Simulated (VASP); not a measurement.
The system is KI.

```xyz
2
Lattice="-0.0937 3.5443 3.5443 3.5443 -0.0937 3.5443 3.4505 3.4505 0.0000" Properties=species:S:1:pos:R:3 pbc="T T T"
K     0.0000    0.0000    0.0000
I     3.4505    3.4505    3.5443
```

This cell differs from its parent crystal: shear xy strain -5.3%.

Program: VASP 6.6.1. Alike in all runs: task single point; potentials or basis VASP PAW PBE potentials, release 64 (K_sv, I); no spin polarisation; cell as given; cutoff (eV) 520.

**Question.** Order these runs on this cell by their band gap on the k mesh, lowest first.
A. level r2SCAN; k mesh 6 × 6 × 6; smearing gaussian 0.01 eV
B. level PBE; k mesh 6 × 6 × 6; smearing fermi-dirac 0.02 eV
C. level HSE06; k mesh 4 × 4 × 4; smearing gaussian 0.01 eV; grid for exact exchange (PRECFOCK) Normal; screening parameter 0.2079 1/Å

**Answer.** B (3.86 eV), A (4.50 eV), C (4.85 eV).

Caveats: spin-orbit coupling is left out, which moves the levels of the heavy elements.
